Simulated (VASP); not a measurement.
# Ca3PPb (Pm-3m) in VASP: notebook, part 2 of 2

VASP 6.6.1. The steps go on from the part before.

## (3) Single point, PBE

This run uses another cell than the first one, of 32.15 Å³/atom.

Contents of INCAR:

```
PREC     = Accurate       # precision mode
ENCUT    = 520            # plane-wave cutoff, eV
EDIFF    = 1E-6           # SCF threshold, eV
ISMEAR   = -1             # smearing method
SIGMA    = 0.1            # smearing width, eV
LREAL    = False          # projectors in reciprocal space
LASPH    = True           # aspherical terms in the spheres
NELM     = 60             # most SCF steps
ALGO     = Normal         # electronic algorithm
ISIF     = 2              # what is computed and relaxed
LWAVE    = False          # write WAVECAR
LCHARG   = False          # write CHGCAR
GGA      = PE             # functional
NBANDS   = 32             # bands
```

Contents of KPOINTS:

```
Automatic mesh
0
Gamma
  4 4 4
```

Contents of POSCAR:

```
Ca3PPb
1.0
    5.4370471773      0.0000000000      0.0000000000
    0.0000000000      5.4370471773      0.0000000000
    0.0000000000      0.0000000000      5.4370471773
Pb P Ca
1 1 3
Direct
    0.0000000000      0.0000000000      0.0000000000
    0.5000000000      0.5000000000      0.5000000000
    0.5000000000      0.5000000000      0.0000000000
    0.0000000000      0.5000000000      0.5000000000
    0.5000000000      0.0000000000      0.5000000000
```

Potentials or basis: VASP PAW PBE potentials, release 64 (Pb_d, P, Ca_sv).

The run is started by

```console
cat potpaw_PBE.64/Pb_d/POTCAR potpaw_PBE.64/P/POTCAR potpaw_PBE.64/Ca_sv/POTCAR > POTCAR
mpirun -np 1 vasp_std > vasp.out
```

OUTCAR:

```text
PREC = Accurate
   ENCUT = 520
   EDIFF = 1E-6
   ISMEAR = -1
   LREAL = False
   LASPH = True
   NELM = 60
   ISIF = 2
   GGA = PE

 ion  position               nearest neighbor table
   1  0.000  0.000  0.000-
   2  0.500  0.500  0.500-   3 2.72   4 2.72   5 2.72   3 2.72   5 2.72   4 2.72
   3  0.500  0.500  0.000-   2 2.72   2 2.72
   4  0.000  0.500  0.500-   2 2.72   2 2.72
   5  0.500  0.000  0.500-   2 2.72   2 2.72

  LATTYP: Found a simple cubic cell.
 ALAT       =     5.4370471773

  Lattice vectors:

 A1 = (   5.4370471773,   0.0000000000,   0.0000000000)
 A2 = (   0.0000000000,   5.4370471773,   0.0000000000)
 A3 = (   0.0000000000,   0.0000000000,   5.4370471773)

Analysis of symmetry for initial positions (statically):
=====================================================================
 Subroutine PRICEL returns:
 Original cell was already a primitive cell.

 Routine SETGRP: Setting up the symmetry group for a
 simple cubic supercell.

 Subroutine GETGRP returns: Found 48 space group operations
 (whereof 48 operations were pure point group operations)
 out of a pool of 48 trial point group operations.

The static configuration has the point symmetry O_h .

Analysis of symmetry for dynamics (positions and initial velocities):
=====================================================================
 Subroutine PRICEL returns:
 Original cell was already a primitive cell.

 Routine SETGRP: Setting up the symmetry group for a
 simple cubic supercell.

 Subroutine GETGRP returns: Found 48 space group operations
 (whereof 48 operations were pure point group operations)
 out of a pool of 48 trial point group operations.

The dynamic configuration has the point symmetry O_h .

 Subroutine INISYM returns: Found 48 space group operations
 (whereof 48 operations are pure point group operations),
 and found     1 'primitive' translations

----------------------------------------------------------------------------------------

                                     Primitive cell

  volume of cell :     160.7272

  direct lattice vectors                    reciprocal lattice vectors
     5.437047177  0.000000000  0.000000000     0.183923363  0.000000000  0.000000000
     0.000000000  5.437047177  0.000000000     0.000000000  0.183923363  0.000000000
     0.000000000  0.000000000  5.437047177     0.000000000  0.000000000  0.183923363

  length of vectors
     5.437047177  5.437047177  5.437047177     0.183923363  0.183923363  0.183923363

  position of ions in fractional coordinates (direct lattice)
     0.000000000  0.000000000  0.000000000
     0.500000000  0.500000000  0.500000000
     0.500000000  0.500000000  0.000000000
     0.000000000  0.500000000  0.500000000
     0.500000000  0.000000000  0.500000000

  ion indices of the primitive-cell ions
   primitive index   ion index
                 1           1
                 2           2
                 3           3
                 4           4
                 5           5

----------------------------------------------------------------------------------------

 KPOINTS: Automatic mesh

Automatic generation of k-mesh.
 Grid dimensions read from file:
 generate k-points for:    4    4    4

 Generating k-lattice:

  Cartesian coordinates                     Fractional coordinates (reciprocal lattice)
     0.045980841  0.000000000  0.000000000     0.250000000  0.000000000  0.000000000
     0.000000000  0.045980841  0.000000000     0.000000000  0.250000000  0.000000000
     0.000000000  0.000000000  0.045980841     0.000000000  0.000000000  0.250000000

  Length of vectors
     0.045980841  0.045980841  0.045980841

  Shift w.r.t. Gamma in fractional coordinates (k-lattice)
     0.000000000  0.000000000  0.000000000

 Subroutine IBZKPT returns following result:
 ===========================================

 Found     10 irreducible k-points:

 Following reciprocal coordinates:
            Coordinates               Weight
  0.000000  0.000000  0.000000      1.000000
  0.250000  0.000000  0.000000      6.000000
  0.500000  0.000000  0.000000      3.000000
  0.250000  0.250000  0.000000     12.000000
  0.500000  0.250000  0.000000     12.000000
  0.500000  0.500000  0.000000      3.000000
  0.250000  0.250000  0.250000      8.000000
  0.500000  0.250000  0.250000     12.000000
  0.500000  0.500000  0.250000      6.000000
  0.500000  0.500000  0.500000      1.000000
   k-points           NKPTS =     10   k-points in BZ     NKDIM =     10   number of bands    NBANDS=     32
   number of dos      NEDOS =    301   number of ions     NIONS =      5
   total plane-waves  NPLWV =  64000
   dimension x,y,z NGX =    40 NGY =   40 NGZ =   40
   dimension x,y,z NGXF=    80 NGYF=   80 NGZF=   80
   ions per type =               1   1   3
   NGX,Y,Z   is equivalent  to a cutoff of  12.23, 12.23, 12.23 a.u.
   NGXF,Y,Z  is equivalent  to a cutoff of  24.46, 24.46, 24.46 a.u.
 SYSTEM =  unknown system
   PREC   = accura    normal or accurate (medium, high low for compatibility)
   ISTART =      0    job   : 0-new  1-cont  2-samecut
   ICHARG =      2    charge: 1-file 2-atom 10-const
   ISPIN  =      1    spin polarized calculation?
   LNONCOLLINEAR =      F non collinear calculations
   LSORBIT =      F    spin-orbit coupling
   LASPH  =      T    aspherical Exc in radial PAW
   ENCUT  =  520.0 eV  38.22 Ry    6.18 a.u.  10.11 10.11 10.11*2*pi/ulx,y,z
   NELM   =     60;   NELMIN=  2; NELMDL= -5     # of ELM steps
   EDIFF  = 0.1E-05   stopping-criterion for ELM
   LREAL  =      F    real-space projection
   EDIFFG = 0.1E-04   stopping-criterion for IOM
   NSW    =      0    number of steps for IOM
   IBRION =     -1    ionic relax: 0-MD 1-quasi-New 2-CG
   NFREE  =      0    steps in history (QN), initial steepest desc. (CG)
   ISIF   =      2    stress and relaxation
   ISYM   =      2    0-nonsym 1-usesym 2-fastsym
   POTIM  = 0.5000    time-step for ionic-motion
   TEBEG  =    0.0;   TEEND  =   0.0 temperature during run
   PSTRESS=    0.0 pullay stress
   NELECT =      49.0000    total number of electrons
   NUPDOWN=      -1.0000    fix difference up-down
   EMIN   =  10.00;   EMAX   =-10.00  energy-range for DOS
   EFERMI =   0.00;   METHOD = LEGACY
   ISMEAR =    -1;   SIGMA  =   0.10  broadening in eV -4-tet -1-fermi 0-gaus
   EFERMI_NEDOS =   21; number of points for ismear=-14 and -15
   IALGO  =     38    algorithm
   IMIX   =      4    mixing-type and parameters
     AMIX     =   0.40;   BMIX     =  1.00
     AMIX_MAG =   1.60;   BMIX_MAG =  1.00
  volume/ion in A,a.u.               =      32.15       216.93
  Fermi-wavevector in a.u.,A,eV,Ry     =   1.101819  2.082137 16.517555  1.214006
  Thomas-Fermi vector in A             =   2.238253
   LORBIT       =      0    0 simple, 1 ext, 2 COOP (PROOUT), +10 PAW based schemes
   GGA     = PE    functional components
   LHFCALC =     F    Hartree Fock is set to
   AEXX    =    0.0000 exact exchange contribution
   IVDW    =     0    specifies the selected vdW correction
   LEPSILON=     F    determine dielectric tensor
   LRPA    =     F    only Hartree local field effects (RPA)
 non-spin polarized calculation
  energy-cutoff  :      520.00
  volume of cell :      160.73
 maximum number of plane-waves:      4385
   NGX = 21   NGY = 21   NGZ = 21

 number of electron      49.0000015 magnetization

 Free energy of the ion-electron system (eV)
  ---------------------------------------------------
  ext. energy  EPLUGINS =         0.00000000
  ---------------------------------------------------
  free energy    TOTEN  =       -18.54988348 eV

  energy without entropy =      -18.44482351  energy(sigma->0) =      -18.49735350

 E-fermi :   3.1106     XC(G=0):  -8.5930

 val. band max:        3.0633214208   @ k =   0.5000   0.2500   0.0000
 cond. band min:       3.1276571048   @ k =   0.5000   0.5000   0.0000
 fundamental gap:      0.0643356840
 Fermi energy:         3.1105710382

 k-point     1 :       0.0000    0.0000    0.0000
  band No.  band energies     occupation
      1     -37.8475      2.00000
      2     -37.8281      2.00000
      3     -37.8281      2.00000
      4     -18.9441      2.00000
      5     -18.9441      2.00000
      6     -18.9441      2.00000
[... 339 lines left out ...]
     31       6.1858      0.00000
     32       6.1858      0.00000

------------------------ aborting loop because EDIFF is reached ----------------------------------------

  FORCE on cell =-STRESS in cart. coord.  units (eV):
  Direction    XX          YY          ZZ          XY          YZ          ZX
  --------------------------------------------------------------------------------------
  -------------------------------------------------------------------------------------
  Total        0.4469974      0.4469974      0.4469974      0.0000000      0.0000000      0.0000000
  in kB        4.4558060      4.4558060      4.4558060      0.0000000      0.0000000      0.0000000
  external PRESSURE =       4.4558060 kB  Pullay stress =       0.0000000 kB

 VOLUME and BASIS-vectors are now :
 -----------------------------------------------------------------------------
  energy-cutoff  :      520.00
  volume of cell :      160.73
      direct lattice vectors                 reciprocal lattice vectors
     5.437047177  0.000000000  0.000000000     0.183923363  0.000000000  0.000000000
     0.000000000  5.437047177  0.000000000     0.000000000  0.183923363  0.000000000
     0.000000000  0.000000000  5.437047177     0.000000000  0.000000000  0.183923363

 POSITION                                       TOTAL-FORCE (eV/Angst)
 -----------------------------------------------------------------------------------
      0.00000      0.00000      0.00000         0.000000      0.000000      0.000000
      2.71852      2.71852      2.71852         0.000000      0.000000      0.000000
      2.71852      2.71852      0.00000         0.000000      0.000000      0.000000
      0.00000      2.71852      2.71852         0.000000      0.000000      0.000000
      2.71852      0.00000      2.71852         0.000000      0.000000      0.000000
 -----------------------------------------------------------------------------------
    total drift:                               -0.000000     -0.000000     -0.000000

  FREE ENERGIE OF THE ION-ELECTRON SYSTEM (eV)
  ---------------------------------------------------
  free  energy   TOTEN  =       -18.5498834832 eV

  energy  without entropy=      -18.4448235125  energy(sigma->0) =      -18.49735350
```

It took 40 s on 1 thread of Intel Xeon Platinum 8488C (Sapphire Rapids), shared host; peak memory 0.26 GiB.

Results:

```
Free energy            : -18.5499 eV
Pressure               : 0.4 GPa
Band gap on the k mesh : zero (an odd number of electrons rules out a gap without spin polarisation)
```

Caveat: spin-orbit coupling is left out, which moves the levels of the heavy elements.

The gap in the log of VASP goes by the Fermi energy; the results here count the filled bands.